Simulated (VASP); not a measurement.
Input of a VASP 6.6.1 run:

POSCAR

```
WS
1.0
    0.0000000000      2.9594703353      2.9594703353
    2.9594703353      0.0000000000      2.9594703353
    2.9594703353      2.9594703353      0.0000000000
W S
1 1
Direct
    0.0000000000      0.0000000000      0.0000000000
    0.2500000000      0.2500000000      0.2500000000
```

INCAR.step1

```
PREC = Accurate
ENCUT = 600
ISMEAR = 0
SIGMA = 0.1
LREAL = False
LASPH = True
NELM = 150
LMAXMIX = 4
LDAU = True
LDAUTYPE = 2
LDAUL = 2 -1
LDAUU = 6.2 0
LDAUJ = 0 0
GGA = PE
ALGO = Normal
EDIFF = 1E-4
LWAVE = True
LCHARG = False
```

The input INCAR.step2:

```
PREC = Accurate
ENCUT = 600
EDIFF = 1E-7
ISMEAR = 0
SIGMA = 0.1
LREAL = False
LASPH = True
NELM = 150
ALGO = Normal
ISIF = 3
LWAVE = False
LCHARG = False
LMAXMIX = 4
LDAU = True
LDAUTYPE = 2
LDAUL = 2 -1
LDAUU = 6.2 0
LDAUJ = 0 0
LDAUPRINT = 1
METAGGA = R2SCAN
LMIXTAU = True
IBRION = 2
NSW = 80
EDIFFG = -0.01
ISTART = 1
```

The input KPOINTS:

```
Automatic mesh
0
Gamma
  12 12 12
```

Potentials or basis: VASP PAW PBE potentials, release 64 (W_sv, S).

Run with:

```bash
$ cat potpaw_PBE.64/W_sv/POTCAR potpaw_PBE.64/S/POTCAR > POTCAR
$ cp INCAR.step1 INCAR
$ mpirun -np 1 vasp_std > vasp.out
$ cp INCAR.step2 INCAR
$ mpirun -np 1 vasp_std > vasp.out
```

(1) Estimate the relaxed cell.

(2) Estimate the band gap on the k mesh.

Answers

(1) a = 3.867 Å, b = 3.867 Å, c = 3.867 Å, α = 60.00°, β = 60.00°, γ = 60.00°.

(2) zero (bands 10 and 11 overlap by 0.23 eV).

Caveat: spin-orbit coupling is left out, which moves the levels of the heavy elements; U without spin polarisation on a metal has little footing.
